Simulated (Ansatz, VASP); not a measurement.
**One calculation of Ta2Au, two programs**

```xyz
6
Lattice="-3.2699 3.2699 2.5883 3.2699 -3.2699 2.5883 3.2699 3.2699 -2.5883" Properties=species:S:1:pos:R:3 pbc="T T T"
Ta    0.9771    4.2470    0.0000
Ta    2.2928    0.9771    0.0000
Ta    2.2928   -0.9771    2.5883
Ta    0.9771    2.2928    2.5883
Au    0.0000    0.0000    1.2941
Au    0.0000    0.0000    3.8824
```

Alike in both runs: functional PBE; k mesh 4 × 4 × 4; occupations gaussian, width 0.1 eV; no spin polarisation.

Ansatz relaxed the structure, and its values are those at the end. VASP's run is a single point on that final structure, the one shown.

```csv
,VASP,Ansatz
version,VASP 6.6.1,Ansatz 0.2.0
potentials or method,"VASP PAW PBE potentials, release 64 (Ta_pv, Au), cutoff 520 eV","scalar-relativistic, plane waves, PAW"
valence electrons in the cell,66,90
```

```csv
,VASP,Ansatz,Ansatz less VASP
gap on the k mesh at the Fermi level (eV),none,none,-
pressure (GPa),-0.2,0.0,+0.23
```

A gap of «none» marks a metal or a gap that the smearing closes. VASP's potentials hold 66 valence electrons a cell and Ansatz's 90, so a difference there can come from the potentials and not from the codes.

The k mesh is coarse, so the values compare programs but aren't converged. Neither program's run includes spin-orbit coupling.
